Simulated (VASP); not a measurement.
# CdH (P6_3/mmc) in VASP: notebook

The runs below take CdH through single point, relaxation of cell and atoms, with PBE.

Everything below comes from runs of VASP 6.6.1. Logs are shortened: lines on timing, memory, paths and dates and some standing lists are left out, and cuts for length are marked.

## 1. The cell of the first run

The structure is hexagonal, space group P6_3/mmc (No. 194). Conventional cell: a = 3.169 Å, b = 3.169 Å, c = 15.280 Å, α = 90.00°, β = 90.00°, γ = 120.00°. Cd (site symmetry -3m) has 6 H at 2.10 Å within 2.8 Å. Within 4.3 Å of Cd (site symmetry -6m2) lie 12 Cd at 3.17 to 4.24 Å and 6 H at 3.34 Å. Within 2.8 Å of H (site symmetry 3m) lie 3 Cd at 2.10 Å and 3 H at 2.75 Å.

## 2. Single point, PBE

Input file INCAR:

```
SYSTEM = CdH
PREC = Accurate
ENCUT = 520
EDIFF = 1E-6
ISMEAR = 0
SIGMA = 0.1
LREAL = .False.
LASPH = .True.
NELM = 100
ALGO = Fast
ISIF = 2
LWAVE = .False.
LCHARG = .False.
GGA = PE
NBANDS = 36
```

Input file KPOINTS:

```
Automatic mesh
0
Gamma
  12 12 2
  0 0 0
```

Input file POSCAR:

```
CdH
1.0
    3.1692784887      0.0000000000      0.0000000000
   -1.5846392444      2.7446756829      0.0000000000
    0.0000000000      0.0000000000     15.2803843640
Cd H
4 4
Direct
    1.0000000000      1.0000000000      0.0000000000
    0.3333333333      0.6666666667      0.2500000000
    1.0000000000      1.0000000000      0.5000000000
    0.6666666667      0.3333333333      0.7500000000
    0.3333333333      0.6666666667      0.5669631613
    0.6666666667      0.3333333333      0.4330368387
    0.6666666667      0.3333333333      0.0669631613
    0.3333333333      0.6666666667      0.9330368387
```

Potentials or basis: VASP PAW PBE potentials, release 64 (Cd, H).

Command:

```sh
$ cat potpaw_PBE.64/Cd/POTCAR potpaw_PBE.64/H/POTCAR > POTCAR
$ mpirun -np 1 vasp_std > vasp.out
```

OUTCAR:

```text
SYSTEM = CdH
   PREC = Accurate
   ENCUT = 520
   EDIFF = 1E-6
   ISMEAR = 0
   LREAL = .False.
   LASPH = .True.
   NELM = 100
   ISIF = 2
   GGA = PE

 ion  position               nearest neighbor table
   1  0.000  0.000  0.000-   7 2.10   8 2.10   7 2.10   8 2.10   7 2.10   8 2.10
   2  0.333  0.667  0.250-
   3  0.000  0.000  0.500-   5 2.10   6 2.10   6 2.10   5 2.10   6 2.10   5 2.10
   4  0.667  0.333  0.750-
   5  0.333  0.667  0.567-   3 2.10   3 2.10   3 2.10
   6  0.667  0.333  0.433-   3 2.10   3 2.10   3 2.10
   7  0.667  0.333  0.067-   1 2.10   1 2.10   1 2.10
   8  0.333  0.667  0.933-   1 2.10   1 2.10   1 2.10

  LATTYP: Found a hexagonal cell.
 ALAT       =     3.1692784887
 C/A-ratio  =     4.8214079067

  Lattice vectors:

 A1 = (   3.1692784887,   0.0000000000,   0.0000000000)
 A2 = (  -1.5846392444,   2.7446756829,   0.0000000000)
 A3 = (   0.0000000000,   0.0000000000,  15.2803843640)

Analysis of symmetry for initial positions (statically):
=====================================================================
 Subroutine PRICEL returns:
 Original cell was already a primitive cell.

 Routine SETGRP: Setting up the symmetry group for a
 hexagonal supercell.

 Subroutine GETGRP returns: Found 24 space group operations
 (whereof 12 operations were pure point group operations)
 out of a pool of 24 trial point group operations.

The static configuration has the point symmetry D_3d.
 The point group associated with its full space group is D_6h.

Analysis of symmetry for dynamics (positions and initial velocities):
=====================================================================
 Subroutine PRICEL returns:
 Original cell was already a primitive cell.

 Routine SETGRP: Setting up the symmetry group for a
 hexagonal supercell.

 Subroutine GETGRP returns: Found 24 space group operations
 (whereof 12 operations were pure point group operations)
 out of a pool of 24 trial point group operations.

The dynamic configuration has the point symmetry D_3d.
 The point group associated with its full space group is D_6h.

 Subroutine INISYM returns: Found 24 space group operations
 (whereof 12 operations are pure point group operations),
 and found     1 'primitive' translations

----------------------------------------------------------------------------------------

                                     Primitive cell

  volume of cell :     132.9186

  direct lattice vectors                    reciprocal lattice vectors
     3.169278489  0.000000000  0.000000000     0.315529230  0.182170886  0.000000000
    -1.584639244  2.744675683  0.000000000     0.000000000  0.364341771  0.000000000
     0.000000000  0.000000000 15.280384364     0.000000000  0.000000000  0.065443380

  length of vectors
     3.169278489  3.169278489 15.280384364     0.364341771  0.364341771  0.065443380

  position of ions in fractional coordinates (direct lattice)
     0.000000000  0.000000000  0.000000000
     0.333333333  0.666666667  0.250000000
     0.000000000  0.000000000  0.500000000
     0.666666667  0.333333333  0.750000000
     0.333333333  0.666666667  0.566963161
     0.666666667  0.333333333  0.433036839
     0.666666667  0.333333333  0.066963161
     0.333333333  0.666666667  0.933036839

  ion indices of the primitive-cell ions
   primitive index   ion index
                 1           1
                 2           2
                 3           3
                 4           4
                 5           5
                 6           6
                 7           7
                 8           8

----------------------------------------------------------------------------------------

 KPOINTS: Automatic mesh

Automatic generation of k-mesh.
 Grid dimensions read from file:
 generate k-points for:   12   12    2

 Generating k-lattice:

  Cartesian coordinates                     Fractional coordinates (reciprocal lattice)
     0.026294102  0.015180907  0.000000000     0.083333333  0.000000000  0.000000000
     0.000000000  0.030361814  0.000000000     0.000000000  0.083333333  0.000000000
     0.000000000  0.000000000  0.032721690     0.000000000  0.000000000  0.500000000

  Length of vectors
     0.030361814  0.030361814  0.032721690

  Shift w.r.t. Gamma in fractional coordinates (k-lattice)
     0.000000000  0.000000000  0.000000000

 Subroutine IBZKPT returns following result:
 ===========================================

 Found     38 irreducible k-points:

 Following reciprocal coordinates:
            Coordinates               Weight
  0.000000  0.000000  0.000000      1.000000
  0.083333  0.000000  0.000000      6.000000
  0.166667  0.000000  0.000000      6.000000
  0.250000  0.000000  0.000000      6.000000
  0.333333  0.000000  0.000000      6.000000
  0.416667  0.000000  0.000000      6.000000
[... 16 lines left out ...]
  0.250000  0.000000  0.500000      6.000000
  0.333333  0.000000  0.500000      6.000000
 [... further k-points ...]
   k-points           NKPTS =     38   k-points in BZ     NKDIM =     38   number of bands    NBANDS=     36
   number of dos      NEDOS =    301   number of ions     NIONS =      8
   total plane-waves  NPLWV =  69120
   dimension x,y,z NGX =    24 NGY =   24 NGZ =  120
   dimension x,y,z NGXF=    48 NGYF=   48 NGZF=  240
   ions per type =               4   4
   NGX,Y,Z   is equivalent  to a cutoff of  12.59, 12.59, 13.06 a.u.
   NGXF,Y,Z  is equivalent  to a cutoff of  25.18, 25.18, 26.11 a.u.
 SYSTEM =  CdH
   PREC   = accura    normal or accurate (medium, high low for compatibility)
   ISTART =      0    job   : 0-new  1-cont  2-samecut
   ICHARG =      2    charge: 1-file 2-atom 10-const
   ISPIN  =      1    spin polarized calculation?
   LNONCOLLINEAR =      F non collinear calculations
   LSORBIT =      F    spin-orbit coupling
   LASPH  =      T    aspherical Exc in radial PAW
   ENCUT  =  520.0 eV  38.22 Ry    6.18 a.u.   5.89  5.89 28.41*2*pi/ulx,y,z
   NELM   =    100;   NELMIN=  2; NELMDL= -5     # of ELM steps
   EDIFF  = 0.1E-05   stopping-criterion for ELM
   LREAL  =      F    real-space projection
   EDIFFG = 0.1E-04   stopping-criterion for IOM
   NSW    =      0    number of steps for IOM
   IBRION =     -1    ionic relax: 0-MD 1-quasi-New 2-CG
   NFREE  =      0    steps in history (QN), initial steepest desc. (CG)
   ISIF   =      2    stress and relaxation
   ISYM   =      2    0-nonsym 1-usesym 2-fastsym
   POTIM  = 0.5000    time-step for ionic-motion
   TEBEG  =    0.0;   TEEND  =   0.0 temperature during run
   PSTRESS=    0.0 pullay stress
   NELECT =      52.0000    total number of electrons
   NUPDOWN=      -1.0000    fix difference up-down
   EMIN   =  10.00;   EMAX   =-10.00  energy-range for DOS
   EFERMI =   0.00;   METHOD = LEGACY
   ISMEAR =     0;   SIGMA  =   0.10  broadening in eV -4-tet -1-fermi 0-gaus
   EFERMI_NEDOS =   21; number of points for ismear=-14 and -15
   IALGO  =     68    algorithm
   IMIX   =      4    mixing-type and parameters
     AMIX     =   0.40;   BMIX     =  1.00
     AMIX_MAG =   1.60;   BMIX_MAG =  1.00
  volume/ion in A,a.u.               =      16.61       112.12
  Fermi-wavevector in a.u.,A,eV,Ry     =   1.197330  2.262627 19.505316  1.433600
  Thomas-Fermi vector in A             =   2.333248
   LORBIT       =      0    0 simple, 1 ext, 2 COOP (PROOUT), +10 PAW based schemes
   GGA     = PE    functional components
   LHFCALC =     F    Hartree Fock is set to
   AEXX    =    0.0000 exact exchange contribution
   IVDW    =     0    specifies the selected vdW correction
   LEPSILON=     F    determine dielectric tensor
   LRPA    =     F    only Hartree local field effects (RPA)
 non-spin polarized calculation
 RMM-DIIS sequential band-by-band and
 Gauss-broadening in eV      SIGMA  =   0.10
  energy-cutoff  :      520.00
  volume of cell :      132.92
 maximum number of plane-waves:      3600
 NGX is ok and might be reduce to    24
   NGX = 11   NGY = 11   NGZ = 57

 number of electron      51.9999978 magnetization

 Free energy of the ion-electron system (eV)
  ---------------------------------------------------
  ext. energy  EPLUGINS =         0.00000000
  ---------------------------------------------------
  free energy    TOTEN  =       -13.52042387 eV

  energy without entropy =      -13.51414813  energy(sigma->0) =      -13.51728600

 E-fermi :   1.2884     XC(G=0):  -9.3258

 val. band max:        1.2851527589   @ k =   0.3333   0.2500   0.0000
 cond. band min:       1.2887646480   @ k =   0.5000   0.0000   0.0000
 fundamental gap:      0.0036118891
 Fermi energy:         1.2883531396

 k-point     1 :       0.0000    0.0000    0.0000
  band No.  band energies     occupation
      1      -9.0318      2.00000
      2      -9.0241      2.00000
      3      -8.2061      2.00000
      4      -8.2061      2.00000
      5      -8.2061      2.00000
      6      -8.2061      2.00000
[... 28 lines left out ...]
     35      13.2152      0.00000
     36      13.9948      0.00000

 k-point     2 :       0.0833    0.0000    0.0000
  band No.  band energies     occupation
      1      -8.9287      2.00000
      2      -8.9222      2.00000
      3      -8.2469      2.00000
      4      -8.2467      2.00000
      5      -8.1601      2.00000
      6      -8.1600      2.00000
[... 28 lines left out ...]
     35      12.4422      0.00000
     36      12.9491      0.00000

 k-point     3 :       0.1667    0.0000    0.0000
  band No.  band energies     occupation
      1      -8.7145      2.00000
      2      -8.7112      2.00000
      3      -8.3154      2.00000
      4      -8.3146      2.00000
      5      -8.0323      2.00000
      6      -8.0323      2.00000
[... 28 lines left out ...]
     35      11.1173      0.00000
     36      11.3432      0.00000
[... 742 lines left out ...]
 k-point    23 :       0.2500    0.0000    0.5000
  band No.  band energies     occupation
      1      -8.7468      2.00000
      2      -8.7468      2.00000
      3      -8.2133      2.00000
      4      -8.2133      2.00000
      5      -8.0583      2.00000
      6      -8.0583      2.00000
[... 28 lines left out ...]
     35       9.8349      0.00000
     36       9.8355      0.00000

 k-point    24 :       0.3333    0.0000    0.5000
  band No.  band energies     occupation
      1      -8.9252      2.00000
      2      -8.9252      2.00000
      3      -8.2858      2.00000
      4      -8.2858      2.00000
      5      -7.8911      2.00000
      6      -7.8911      2.00000
[... 28 lines left out ...]
     35       9.3838      0.00000
     36       9.3848      0.00000

 [... further k-points ...]

------------------------ aborting loop because EDIFF is reached ----------------------------------------

  FORCE on cell =-STRESS in cart. coord.  units (eV):
  Direction    XX          YY          ZZ          XY          YZ          ZX
  --------------------------------------------------------------------------------------
  -------------------------------------------------------------------------------------
  Total        0.1888918      0.1888918      0.0753803     -0.0000000      0.0000000      0.0000000
  in kB        2.2768690      2.2768690      0.9086208     -0.0000000      0.0000000      0.0000000
  external PRESSURE =       1.8207862 kB  Pullay stress =       0.0000000 kB

 VOLUME and BASIS-vectors are now :
 -----------------------------------------------------------------------------
  energy-cutoff  :      520.00
  volume of cell :      132.92
      direct lattice vectors                 reciprocal lattice vectors
     3.169278489  0.000000000  0.000000000     0.315529230  0.182170886  0.000000000
    -1.584639244  2.744675683  0.000000000     0.000000000  0.364341771  0.000000000
     0.000000000  0.000000000 15.280384364     0.000000000  0.000000000  0.065443380

 POSITION                                       TOTAL-FORCE (eV/Angst)
 -----------------------------------------------------------------------------------
      0.00000      0.00000      0.00000         0.000000      0.000000      0.000000
     -0.00000      1.82978      3.82010        -0.000000     -0.000000      0.000000
      0.00000      0.00000      7.64019         0.000000      0.000000      0.000000
      1.58464      0.91489     11.46029         0.000000      0.000000     -0.000000
     -0.00000      1.82978      8.66342        -0.000000      0.000000      0.027805
      1.58464      0.91489      6.61697         0.000000     -0.000000     -0.027805
      1.58464      0.91489      1.02322        -0.000000     -0.000000      0.027805
     -0.00000      1.82978     14.25716         0.000000      0.000000     -0.027805
 -----------------------------------------------------------------------------------
    total drift:                               -0.000000      0.000000      0.000000

  FREE ENERGIE OF THE ION-ELECTRON SYSTEM (eV)
  ---------------------------------------------------
  free  energy   TOTEN  =       -13.5204238681 eV

  energy  without entropy=      -13.5141481296  energy(sigma->0) =      -13.51728600
```

Wall time 59 s (1 thread of Intel Xeon 6975P-C (Granite Rapids), shared host); peak memory 0.32 GiB.

Results:

* Free energy: -13.5204 eV
* Pressure: 0.2 GPa
* Largest force: 0.028 eV/Å
* Band gap on the k mesh: zero (bands 26 and 27 overlap by 0.25 eV)

Forces in eV/Å, atoms in the order of the input:
```
Cd   0.000  0.000  0.000
Cd   0.000  0.000  0.000
Cd   0.000  0.000  0.000
Cd   0.000  0.000  0.000
H    0.000  0.000  0.028
H    0.000  0.000 -0.028
H    0.000  0.000  0.028
H    0.000  0.000 -0.028
```

Levels at points of the mesh, in eV from the Fermi level:
| k point | band 24 | band 25 | band 26 | band 27 | band 28 | band 29 |
| --- | --- | --- | --- | --- | --- | --- |
| (0.00, 0.00, 0.00) | -5.41 | -5.19 | -3.71 | 0.26 | 1.57 | 5.52 |
| (0.50, 0.00, 0.00) | -2.77 | -0.60 | -0.46 | -0.04 | 0.00 | 0.95 |
| (0.00, 0.00, 0.50) | -6.14 | -4.27 | -4.27 | 0.89 | 0.89 | 6.28 |
| (0.50, 0.00, 0.50) | -2.84 | -0.38 | -0.38 | -0.26 | -0.26 | 1.45 |

## 3. Single point, PBE

This run uses another cell than the first one, of 14.44 Å³/atom.

Input file INCAR:

```
SYSTEM = CdH
PREC     = Accurate       ! precision mode
ENCUT    = 520            ! plane-wave cutoff, eV
EDIFF    = 1E-7           ! SCF threshold, eV
ISMEAR   = 0              ! smearing method
SIGMA    = 0.1            ! smearing width, eV
LREAL    = .False.        ! projectors in reciprocal space
LASPH    = .True.         ! aspherical terms in the spheres
NELM     = 100            ! most SCF steps
ALGO     = Fast           ! electronic algorithm
ISIF     = 2              ! what is computed and relaxed
LWAVE    = .False.        ! write WAVECAR
LCHARG   = .False.        ! write CHGCAR
GGA      = PE             ! functional
NBANDS   = 36             ! bands
```

Input file KPOINTS:

```
regular mesh
0
Gamma
  12 12 4
  0 0 0
```

Input file POSCAR:

```
CdH
1.0
    3.0984212349      0.0000000000      0.0000000000
   -1.5492106175      2.6833115011      0.0000000000
    0.0000000000      0.0000000000     13.8946069541
Cd H
4 4
Direct
    1.0000000000      1.0000000000      0.0000000000
    0.3333333333      0.6666666667      0.2500000000
    1.0000000000      1.0000000000      0.5000000000
    0.6666666667      0.3333333333      0.7500000000
    0.0000000000      0.0000000000      0.6556900082
    0.0000000000      0.0000000000      0.3443099918
    0.0000000000      0.0000000000      0.1556900082
    0.0000000000      0.0000000000      0.8443099918
```

Potentials or basis: VASP PAW PBE potentials, release 64 (Cd, H).

Command:

```sh
$ cat potpaw_PBE.64/Cd/POTCAR potpaw_PBE.64/H/POTCAR > POTCAR
$ mpirun -np 1 vasp_std > vasp.out
```

Wall time 86 s (1 thread of Intel Xeon 6975P-C (Granite Rapids), shared host); peak memory 0.34 GiB.

Results (log left out):

* Free energy: -12.9838 eV
* Pressure: 0.2 GPa
* Largest force: 0.014 eV/Å
* Band gap on the k mesh: zero (bands 26 and 27 overlap by 1.24 eV)

Forces on the atoms (eV/Å):
```
Cd   0.000  0.000  0.000
Cd   0.000  0.000  0.000
Cd   0.000  0.000  0.000
Cd   0.000  0.000  0.000
H    0.000  0.000 -0.014
H    0.000  0.000  0.014
H    0.000  0.000 -0.014
H    0.000  0.000  0.014
```

Levels at points of the mesh, in eV from the Fermi level:
```tsv
k point	band 23	band 24	band 25	band 26	band 27	band 28	band 29	band 30
(0.00, 0.00, 0.00)	-7.44	-5.81	-4.87	-2.14	0.27	4.04	4.67	6.81
(0.50, 0.00, 0.00)	-2.50	-2.27	-1.57	-0.87	-0.64	0.69	0.83	2.58
(0.00, 0.00, 0.50)	-6.81	-6.81	-3.48	-3.48	1.89	1.89	6.24	6.24
(0.50, 0.00, 0.50)	-2.40	-2.40	-1.37	-1.37	0.12	0.12	1.51	1.51
```

(Part 1 of 2 ends here.)
